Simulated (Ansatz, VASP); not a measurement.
# One calculation of Ag, two programs

```
Ag
1.0
     0.00000    2.09259    2.09259
     2.09259    0.00000    2.09259
     2.09259    2.09259    0.00000
Ag
1
Cartesian
  0.0000 0.0000 0.0000
```

Alike in both runs: task single point; functional PBE; k mesh 11 × 11 × 11; occupations fermi-dirac, width 0.1 eV; no spin polarisation.

```csv
,VASP,Ansatz
version,VASP 6.6.1,Ansatz 0.2.0
potentials or method,"VASP PAW PBE potentials, release 64 (Ag), cutoff 520 eV","plane waves, PAW"
valence electrons in the cell,11,19
```

VASP gave:

- pressure (GPa): -2.4

Question: What did Ansatz give for the same quantities?

Answer: Pressure (GPa): -2.3.

VASP's potentials hold 11 valence electrons a cell and Ansatz's 19, so a difference there can come from the potentials and not from the codes.
